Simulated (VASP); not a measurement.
# CO2 in VASP: notebook

CO2 is run at these levels: PBE+D3(BJ); tasks: single point.

Program: VASP 6.6.1. These are calculated values, not measurements. Logs are shortened: lines on timing, memory, paths and dates and some standing lists are left out, and cuts for length are marked.

## Step 1: The cell of the first run

The cell holds a disordered packing, 30 atoms: a = 8.406 Å, b = 8.406 Å, c = 8.406 Å, α = 90.00°, β = 90.00°, γ = 90.00°.

## Step 2: Single point, PBE+D3(BJ)

Input file INCAR:

```
  ALGO = Normal
  EDIFF = 1E-6
  ENCUT = 1000
  GGA = PE
  GGA_COMPAT = F
  ISIF = 2
  ISMEAR = -1
  IVDW = 12
  LASPH = T
  LCHARG = T
  LELF = T
  LREAL = Auto
  LVHAR = T
  LWAVE = F
  NBANDS = 101
  NELM = 120
  PREC = Accurate
  SIGMA = 0.05
```

Input file KPOINTS:

```
k-points
0
Gamma
  1 1 1
```

Input file POSCAR:

```
CO2
1.0
    8.4061180000      0.0000000000      0.0000000000
    0.0000000000      8.4061180000      0.0000000000
    0.0000000000      0.0000000000      8.4061180000
C O
10 20
Direct
    0.4443906212      0.6335980532      0.3756549694
    0.6814917421      0.3489363342      0.6758291996
   -0.0521643879      0.5676103999      0.3733947109
    0.3972820748      0.8761000024      1.0366021510
    0.5240706828      0.3107617571      0.0775863484
    0.1376021607      0.9094685561      0.5111991052
    0.2122620691      0.3202191547      0.6176929708
    0.8715319009      0.9516045337      0.9173556688
    1.0596092037      0.5650170507      0.8920883576
    0.5462569048      1.0395880714      0.3961995299
    0.3298074093      0.6272455371      0.2983898156
    0.5636965838      0.6564266645      0.4472694768
    0.6268648620      0.3467474523      0.8058059618
    0.7451834485      0.3448202845      0.5435089063
    0.0253624800      0.5863229614      0.4953178150
   -0.1246948948      0.5651479078      0.2548619946
    0.2769887361      0.9356875552      1.0652360578
    0.5179798808      0.8210329667      0.9982729246
    0.3943675309      0.3156748454      0.0305372825
    0.6640639591      0.3021846707      0.1080641504
    0.1842467593      0.8708419273      0.6385825181
    0.0804771001      0.9587302962      0.3908105977
    0.1142501212      0.2242533355      0.6576043781
    0.3051230068      0.4219902695      0.5971959946
    0.9153809166      0.9218404976      1.0441204846
    0.8232456409      0.9953107963      0.7931009296
    1.1863383312      0.5889282068      0.9465724845
    0.9356994513      0.5512056814      0.8328933760
    0.6262938493      0.9844853475      0.2958202585
    0.4687657252      1.1115475657      0.4953059189
```

Potentials or basis: VASP PAW PBE potentials, release 64 (C_h, O_h).

The run is started by

```console
> cat potpaw_PBE.64/C_h/POTCAR potpaw_PBE.64/O_h/POTCAR > POTCAR
> mpirun -np 1 vasp_gam > vasp.out
```

OUTCAR:

```text
EDIFF = 1E-6
   ENCUT = 1000
   GGA = PE
   ISIF = 2
   ISMEAR = -1
   IVDW = 12
   LASPH = T
   LREAL = Auto
   NELM = 120
   PREC = Accurate
 IVDW          = 12

 ion  position               nearest neighbor table
   1  0.444  0.634  0.376-  11 1.16  12 1.19
   2  0.681  0.349  0.676-  13 1.19  14 1.23
   3  0.948  0.568  0.373-  16 1.17  15 1.22
   4  0.397  0.876  0.037-  17 1.15  18 1.16
   5  0.524  0.311  0.078-  19 1.16  20 1.21
   6  0.138  0.909  0.511-  21 1.19  22 1.19
   7  0.212  0.320  0.618-  24 1.17  23 1.20
   8  0.872  0.952  0.917-  25 1.15  26 1.18
   9  0.060  0.565  0.892-  28 1.16  27 1.18
  10  0.546  0.040  0.396-  29 1.17  30 1.22
  11  0.330  0.627  0.298-   1 1.16
  12  0.564  0.656  0.447-   1 1.19
  13  0.627  0.347  0.806-   2 1.19
  14  0.745  0.345  0.544-   2 1.23
  15  0.025  0.586  0.495-   3 1.22
  16  0.875  0.565  0.255-   3 1.17
[... 12 lines left out ...]
  29  0.626  0.984  0.296-  10 1.17
  30  0.469  0.112  0.495-  10 1.22

  LATTYP: Found a simple cubic cell.
 ALAT       =     8.4061180000

  Lattice vectors:

 A1 = (   8.4061180000,   0.0000000000,   0.0000000000)
 A2 = (   0.0000000000,   8.4061180000,   0.0000000000)
 A3 = (   0.0000000000,   0.0000000000,   8.4061180000)

Analysis of symmetry for initial positions (statically):
=====================================================================
 Subroutine PRICEL returns:
 Original cell was already a primitive cell.

 Routine SETGRP: Setting up the symmetry group for a
 simple cubic supercell.

 Subroutine GETGRP returns: Found  1 space group operations
 (whereof  1 operations were pure point group operations)
 out of a pool of 48 trial point group operations.

The static configuration has the point symmetry C_1 .

Analysis of symmetry for dynamics (positions and initial velocities):
=====================================================================
 Subroutine PRICEL returns:
 Original cell was already a primitive cell.

 Routine SETGRP: Setting up the symmetry group for a
 simple cubic supercell.

 Subroutine GETGRP returns: Found  1 space group operations
 (whereof  1 operations were pure point group operations)
 out of a pool of 48 trial point group operations.

The dynamic configuration has the point symmetry C_1 .

 Subroutine INISYM returns: Found  1 space group operations
 (whereof  1 operations are pure point group operations),
 and found     1 'primitive' translations

----------------------------------------------------------------------------------------

                                     Primitive cell

  volume of cell :     594.0000

  direct lattice vectors                    reciprocal lattice vectors
     8.406118000  0.000000000  0.000000000     0.118960976  0.000000000  0.000000000
     0.000000000  8.406118000  0.000000000     0.000000000  0.118960976  0.000000000
     0.000000000  0.000000000  8.406118000     0.000000000  0.000000000  0.118960976

  length of vectors
     8.406118000  8.406118000  8.406118000     0.118960976  0.118960976  0.118960976

  position of ions in fractional coordinates (direct lattice)
     0.444390621  0.633598053  0.375654969
     0.681491742  0.348936334  0.675829200
     0.947835612  0.567610400  0.373394711
     0.397282075  0.876100002  0.036602151
     0.524070683  0.310761757  0.077586348
     0.137602161  0.909468556  0.511199105
[... 22 lines left out ...]
     0.626293849  0.984485347  0.295820259
     0.468765725  0.111547566  0.495305919

  ion indices of the primitive-cell ions
   primitive index   ion index
                 1           1
                 2           2
                 3           3
                 4           4
                 5           5
                 6           6
[... 22 lines left out ...]
                29          29
                30          30

----------------------------------------------------------------------------------------

 KPOINTS: k-points

Automatic generation of k-mesh.
 Grid dimensions read from file:
 generate k-points for:    1    1    1

[... 43 lines left out ...]
   TEBEG  =    0.0;   TEEND  =   0.0 temperature during run
   PSTRESS=    0.0 pullay stress
   NELECT =     160.0000    total number of electrons
   NUPDOWN=      -1.0000    fix difference up-down
   EMIN   =  10.00;   EMAX   =-10.00  energy-range for DOS
   EFERMI =   0.00;   METHOD = LEGACY
   ISMEAR =    -1;   SIGMA  =   0.05  broadening in eV -4-tet -1-fermi 0-gaus
   EFERMI_NEDOS =   21; number of points for ismear=-14 and -15
   IALGO  =     38    algorithm
   IMIX   =      4    mixing-type and parameters
     AMIX     =   0.40;   BMIX     =  1.00
     AMIX_MAG =   1.60;   BMIX_MAG =  1.00
  volume/ion in A,a.u.               =      19.80       133.62
  Fermi-wavevector in a.u.,A,eV,Ry     =   1.057270  1.997951 15.208869  1.117820
  Thomas-Fermi vector in A             =   2.192537
   LORBIT       =      0    0 simple, 1 ext, 2 COOP (PROOUT), +10 PAW based schemes
   GGA     = PE    functional components
   LHFCALC =     F    Hartree Fock is set to
   AEXX    =    0.0000 exact exchange contribution
   IVDW    =    12    specifies the selected vdW correction
   LEPSILON=     F    determine dielectric tensor
   LRPA    =     F    only Hartree local field effects (RPA)
 non-spin polarized calculation
  energy-cutoff  :     1000.00
  volume of cell :      594.00
 maximum number of plane-waves:     21346
 NGX is ok and might be reduce to    90
   NGX = 43   NGY = 43   NGZ = 43

 number of electron     160.0000001 magnetization

 Free energy of the ion-electron system (eV)
  ---------------------------------------------------
  ext. energy  EPLUGINS =         0.00000000
  ---------------------------------------------------
  free energy    TOTEN  =      -231.39726271 eV

  energy without entropy =     -231.39726271  energy(sigma->0) =     -231.39726271

 E-fermi :  -3.1641     XC(G=0):  -6.5646

 val. band max:       -4.4434779502   @ k =   0.0000   0.0000   0.0000
 cond. band min:       1.5375826612   @ k =   0.0000   0.0000   0.0000
 fundamental gap:      5.9810606114
 Fermi energy:        -3.1641285597

 k-point     1 :       0.0000    0.0000    0.0000
  band No.  band energies     occupation
      1     -25.2049      2.00000
      2     -25.1186      2.00000
      3     -24.9905      2.00000
      4     -24.9751      2.00000
      5     -24.9163      2.00000
      6     -24.8535      2.00000
[... 84 lines left out ...]
     91       3.2893      0.00000
     92       3.4474      0.00000
 [bands above 92 left out]

------------------------ aborting loop because EDIFF is reached ----------------------------------------

 Edisp (eV)   -1.51466

 E8    (eV) :    -0.3826

  FORCE on cell =-STRESS in cart. coord.  units (eV):
  Direction    XX          YY          ZZ          XY          YZ          ZX
  --------------------------------------------------------------------------------------
  -------------------------------------------------------------------------------------
  Total      -6.82932    -2.07922   -14.19303    -1.07923    -0.72702     0.98336
  in kB     -18.42052    -5.60821   -38.28240    -2.91096    -1.96097     2.65238
  external pressure =      -20.77 kB  Pullay stress =        0.00 kB

 VOLUME and BASIS-vectors are now :
 -----------------------------------------------------------------------------
  energy-cutoff  :     1000.00
  volume of cell :      594.00
      direct lattice vectors                 reciprocal lattice vectors
     8.406118000  0.000000000  0.000000000     0.118960976  0.000000000  0.000000000
     0.000000000  8.406118000  0.000000000     0.000000000  0.118960976  0.000000000
     0.000000000  0.000000000  8.406118000     0.000000000  0.000000000  0.118960976

 POSITION                                       TOTAL-FORCE (eV/Angst)
 -----------------------------------------------------------------------------------
      3.73560      5.32610      3.15780         1.901280      1.005374      0.798749
      5.72870      2.93320      5.68110         1.796472     -0.420527     -2.637818
      7.96762      4.77140      3.13880         1.902278      1.278036      2.899165
      3.33960      7.36460      0.30768         0.419431     -0.110339     -0.764844
      4.40540      2.61230      0.65220         3.820716     -0.344095      0.074794
      1.15670      7.64510      4.29720        -1.052634      0.908077     -0.099235
[... 22 lines left out ...]
      5.26470      8.27570      2.48670        -0.675000      0.000622      0.772343
      3.94050      0.93768      4.16360         1.775910     -2.261407     -2.458085
 -----------------------------------------------------------------------------------
    total drift:                                0.003608     -0.000437     -0.003677

  FREE ENERGIE OF THE ION-ELECTRON SYSTEM (eV)
  ---------------------------------------------------
  free  energy   TOTEN  =      -232.9119197266 eV

  energy  without entropy=     -232.9119197265  energy(sigma->0) =     -232.91191973
```

Wall time 3.4 min (1 thread of Intel Xeon 6975P-C (Granite Rapids), shared host); peak memory 1.2 GiB.

What came out:

```
Free energy                : -232.9119 eV
Pressure                   : -2.1 GPa
Largest force              : 5.057 eV/Å
Dispersion energy per atom : -0.050 eV
```

Forces on the atoms (eV/Å):
```
C    1.901  1.005  0.799
C    1.796 -0.421 -2.638
C    1.902  1.278  2.899
C    0.419 -0.110 -0.765
C    3.821 -0.344  0.075
C   -1.053  0.908 -0.099
C   -1.759 -1.197  1.625
C   -0.872  1.214 -1.414
C    1.431  0.815  0.448
C   -1.076  2.252  1.775
O   -0.600 -0.405 -0.317
O   -1.238 -0.588 -0.451
O    0.701  0.234 -2.546
O   -2.327  0.217  4.485
O   -2.291 -0.864 -3.462
O    0.261 -0.358  0.352
O   -1.385  0.701  0.679
O    1.000 -0.627 -0.091
O   -0.906  0.017  0.373
O   -3.064  0.202  0.209
O   -0.119  0.098 -1.470
O    1.177 -1.040  1.694
O    1.872  1.650 -1.148
O    0.017 -0.447 -0.347
O    0.526 -0.713  1.083
O    0.262 -0.508  0.275
O   -0.589 -0.363 -0.125
O   -0.911 -0.347 -0.213
O   -0.675  0.001  0.772
O    1.776 -2.261 -2.458
```

Levels at points of the mesh, in eV from the Fermi level:
```csv
k point,band 77,band 78,band 79,band 80,band 81,band 82,band 83,band 84
"(0.00, 0.00, 0.00)",-1.41,-1.39,-1.37,-1.28,4.70,5.75,5.88,5.95
```

Caveat: the k points lie up to 0.75 Å⁻¹ apart; the atoms stand as in a frame of molecular dynamics.

## Step 3: Single point, PBE+D3(BJ)

Input file INCAR:

```
ALGO = Normal
EDIFF = 1E-6
ENCUT = 1000
GGA = PE
GGA_COMPAT = F
ISIF = 2
ISMEAR = -1
IVDW = 12
LASPH = T
LCHARG = F
LREAL = Auto
LWAVE = F
NBANDS = 101
NELM = 120
PREC = Accurate
SIGMA = 0.05
```

KPOINTS is that of step 2.

Input file POSCAR:

```
CO2
1.0
    8.4061180000      0.0000000000      0.0000000000
    0.0000000000      8.4061180000      0.0000000000
    0.0000000000      0.0000000000      8.4061180000
C O
10 20
Direct
    0.5149582721      0.6686677489      0.4147098577
    0.6975038894      0.3075141225      0.5724640078
   -0.0469776893      0.6087233132      0.3451652713
    0.3702184528      0.9390779430      1.0243610665
    0.5726781375      0.3094888747      0.1010573489
    0.0844622928      0.8852243092      0.6007648239
    0.2723730502      0.3239307371      0.6188112039
    0.8200693828      0.9300844932      0.8437307209
    1.0332831397      0.5530614726      0.9345574259
    0.5198594643      1.0089318280      0.4139485075
    0.4560963812      0.6375594537      0.2961176610
    0.5637322721      0.6954577606      0.5455431389
    0.6835259748      0.2921919488      0.7163473080
    0.7058192616      0.3292720849      0.4341956656
    0.0374846035      0.5763064473      0.4548948754
   -0.1325820075      0.6559865089      0.2429421048
    0.2754779317      0.9230420035      1.1183164452
    0.4556919139      0.9621206840      0.9216620561
    0.4366224695      0.2740266078      0.0847240070
    0.7115174924      0.3262147878      0.1087660202
    0.1336645524      0.8637399570      0.7308962353
    0.0285982186      0.9144768132      0.4729888398
    0.1567310856      0.2794274361      0.6769474328
    0.3925712202      0.3862781845      0.5689784512
    0.8592908165      0.9131682425      0.9772525201
    0.7755541857      0.9489398079      0.7139561924
    1.1664242639      0.5418672448      0.9649281630
    0.9022714171      0.5679910751      0.8885314244
    0.6362508830      1.0139876695      0.3371591976
    0.4026234226      1.0195193548      0.4871332998
```

Potentials or basis: VASP PAW PBE potentials, release 64 (C_h, O_h).

The run is started by

```console
> cat potpaw_PBE.64/C_h/POTCAR potpaw_PBE.64/O_h/POTCAR > POTCAR
> mpirun -np 1 vasp_gam > vasp.out
```

Run time: 5.1 min. Hardware: 1 thread of AMD EPYC 7R13 (Zen 3), shared host; peak memory 1.2 GiB.

It converged, with:

* Free energy: -232.9784 eV
* Pressure: -0.5 GPa
* Largest force: 4.972 eV/Å
* Dispersion energy per atom: -0.051 eV

Forces on the atoms (eV/Å):
```
C    1.151  0.360  4.414
C   -0.494  0.132  3.591
C   -0.031  0.920  0.537
C    0.380  0.365 -1.192
C   -0.210 -1.160 -0.657
C   -0.812  0.782 -1.173
C    3.977  2.714 -1.239
C   -0.026 -0.069  1.791
C   -1.990  0.424 -1.404
C    0.603  0.905 -0.579
O   -0.817 -0.421 -2.538
O   -0.256 -0.199 -1.951
O    0.660  0.270 -4.370
O    0.205 -0.175  1.192
O   -1.211 -0.073 -1.818
O    1.250 -1.070  1.349
O   -3.019 -0.784  3.628
O    2.642  0.323 -2.513
O    1.343  0.887  0.481
O   -1.088  0.348 -0.013
O   -0.257 -0.028 -1.272
O    1.287 -0.555  2.277
O   -1.335 -0.965  0.405
O   -3.008 -1.764  0.841
O   -0.142  0.170 -0.906
O   -0.052 -0.006 -0.668
O    1.822 -0.265  0.916
O    0.160 -0.173  0.343
O   -0.264 -0.582  0.132
O   -0.469 -0.313  0.397
```

Stress tensor (GPa, compression positive):
```
 0.07  0.16 -1.97
 0.16  0.29  0.67
-1.97  0.67 -1.88
```

Levels at points of the mesh, in eV from the Fermi level:
```
           k point  band 76  band 77  band 78  band 79  band 80  band 81  band 82  band 83  band 84  band 85
(0.00, 0.00, 0.00)    -1.46    -1.37    -1.35    -1.32    -1.25     4.84     5.75     6.01     6.16     6.24
```

Caveat: the k points lie up to 0.75 Å⁻¹ apart; the atoms stand as in a frame of molecular dynamics.

## Step 4: Single point, PBE+D3(BJ)

Input file INCAR:

```
SYSTEM = CO2
PREC = Accurate
ENCUT = 1000
EDIFF = 1E-6
ISMEAR = -1
SIGMA = 0.05
LREAL = Auto
LASPH = .TRUE.
NELM = 120
ALGO = Normal
ISIF = 2
LWAVE = .FALSE.
LCHARG = .TRUE.
GGA = PE
IVDW = 12
LELF = .TRUE.
LVHAR = .TRUE.
NBANDS = 101
GGA_COMPAT = .FALSE.
```

Input file KPOINTS:

```
Automatic mesh
0
G
  1 1 1
  0 0 0
```

Input file POSCAR:

```
CO2
1.0
    8.4061180000      0.0000000000      0.0000000000
    0.0000000000      8.4061180000      0.0000000000
    0.0000000000      0.0000000000      8.4061180000
C O
10 20
Direct
    0.5379653248      0.6303385225      0.4427608558
    0.7497158617      0.3184942205      0.5853474814
   -0.0487858962      0.6041433156      0.3239902176
    0.3323055898      0.9976067431      0.9902787470
    0.5976599424      0.3203975961      0.1282756202
    0.0888400567      0.9069346873      0.5955900215
    0.2369702638      0.3309256425      0.6737592787
    0.7414956583      0.9446929011      0.8231742643
    0.9644166308      0.5694067107      0.9222092766
    0.5193003477      0.9927531353      0.4093804060
    0.4799361608      0.6031440434      0.3207782713
    0.5904509073      0.6607806362      0.5697516975
    0.7669057227      0.2719328946      0.7204514617
    0.7356665705      0.3570375767      0.4557394983
    0.0351648644      0.5562734190      0.4232869441
   -0.1385776407      0.6548682757      0.2305701633
    0.3008047234      0.9235416396      1.1033987389
    0.3873488333      1.0644152271      0.8822145966
    0.4828507047      0.2450715063      0.1630360173
    0.7054385865      0.3958664392      0.0888876411
    0.1272525558      0.8670589682      0.7215696948
    0.0487145196      0.9458587186      0.4690631276
    0.1256465826      0.2526255282      0.6950889816
    0.3491028796      0.4020048255      0.6398197123
    0.7289214831      0.9551971552      0.9609072821
    0.7546765344      0.9516759103      0.6863215577
    1.0815456076      0.5173850760      0.9758963650
    0.8531286380      0.6398078162      0.8796926239
    0.6266507322      0.9663437986      0.3244541654
    0.4057164080      1.0310823617      0.4822083154
```

The run is started by

```console
> cat potpaw_PBE.64/C_h/POTCAR potpaw_PBE.64/O_h/POTCAR > POTCAR
> mpirun -np 1 vasp_gam > vasp.out
```

Wall time 5 min (1 thread of Intel Xeon Platinum 8488C (Sapphire Rapids), shared host); peak memory 1.2 GiB.

Results (log left out):

* Free energy: -233.5422 eV
* Pressure: 1.1 GPa
* Largest force: 6.285 eV/Å
* Dispersion energy per atom: -0.052 eV

Forces on the atoms (eV/Å):
```
C    0.398  0.462  1.903
C    0.824 -2.183  5.836
C   -0.678  0.488 -0.212
C    1.106 -0.590  0.576
C   -2.511 -1.451  0.395
C   -0.310  0.270 -0.819
C   -0.380 -0.725 -0.487
C   -0.101  0.837  1.130
C    0.374  0.916  0.627
C   -0.609  0.848 -0.559
O   -0.311 -0.244 -0.921
O   -0.210 -0.226 -1.012
O   -0.511  1.525 -3.156
O   -0.349  0.777 -2.548
O    0.600 -0.289  0.372
O    0.241  0.004  0.085
O   -0.789 -0.050  0.175
O   -0.333  0.577 -0.832
O    1.442  0.980 -0.190
O    0.996  0.427 -0.250
O    0.431 -0.499  1.369
O   -0.150  0.158 -0.618
O   -1.145 -0.511  0.535
O    1.551  1.197 -0.088
O   -0.061 -0.337  0.366
O    0.101 -0.576 -1.429
O    0.274 -0.710 -0.163
O   -0.558 -0.286 -0.699
O   -0.053 -0.297  0.582
O    0.722 -0.490  0.032
```

Stress tensor (GPa, compression positive):
```
 0.88  0.43  0.18
 0.43  0.95 -0.40
 0.18 -0.40  1.35
```

Levels at points of the mesh, in eV from the Fermi level:
```
           k point  band 76  band 77  band 78  band 79  band 80  band 81  band 82  band 83  band 84  band 85
(0.00, 0.00, 0.00)    -1.52    -1.46    -1.41    -1.35    -1.32     5.00     6.19     6.27     6.29     6.36
```

Caveat: the k points lie up to 0.75 Å⁻¹ apart.

## Step 5: Summary

| cell | pressure (GPa) | largest force (eV/Å) |
| --- | --- | --- |
| as given, atomic positions A | -2.1 | 5.06 |
| as given, atomic positions B | -0.5 | 4.97 |
| as given, atomic positions C | 1.1 | 6.29 |

Alike in all rows: task single point; level PBE+D3(BJ); potentials or basis VASP PAW PBE potentials, release 64 (C_h, O_h); no spin polarisation; k mesh 1 × 1 × 1; cutoff (eV) 1000; smearing fermi-dirac 0.05 eV.

Caveats: all runs use coarse meshes; the atoms stand as in a frame of molecular dynamics (at least some runs).

Total energies depend on the potentials used, so only differences within one code and one set of settings carry meaning.
